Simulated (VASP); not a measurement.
A run of VASP 6.6.1 is set up as follows.

INCAR

```
PREC = Accurate
ENCUT = 520
EDIFF = 1E-6
ISMEAR = -1
SIGMA = 0.05
LREAL = F
LASPH = T
NELM = 100
ALGO = Normal
ISIF = 2
LWAVE = F
LCHARG = F
GGA = PE
IVDW = 12
NBANDS = 36
```

File KPOINTS:

```
Automatic mesh
0
Gamma
  5 5 5
```

POSCAR

```
Ca3Lu
1.0
    5.3617750000      0.0000000000      0.0000000000
    0.0000000000      5.3617750000      0.0000000000
    0.0000000000      0.0000000000      5.3617750000
Lu Ca
1 3
Direct
    0.5000000000      0.5000000000      0.5000000000
    0.0000000000      0.0000000000      0.5000000000
    0.0000000000      0.5000000000      0.0000000000
    0.5000000000      0.0000000000      0.0000000000
```

Potentials or basis: VASP PAW PBE potentials, release 64 (Lu, Ca_sv).

Run with:

```bash
$ cat potpaw_PBE.64/Lu/POTCAR potpaw_PBE.64/Ca_sv/POTCAR > POTCAR
$ mpirun -np 1 vasp_std > vasp.out
```

**Question.** Estimate the pressure.

**Answer.** -1.0 GPa.

**Question.** What does it give for the dispersion energy per atom?

**Answer.** -0.254 eV.

Caveat: three body term missing.
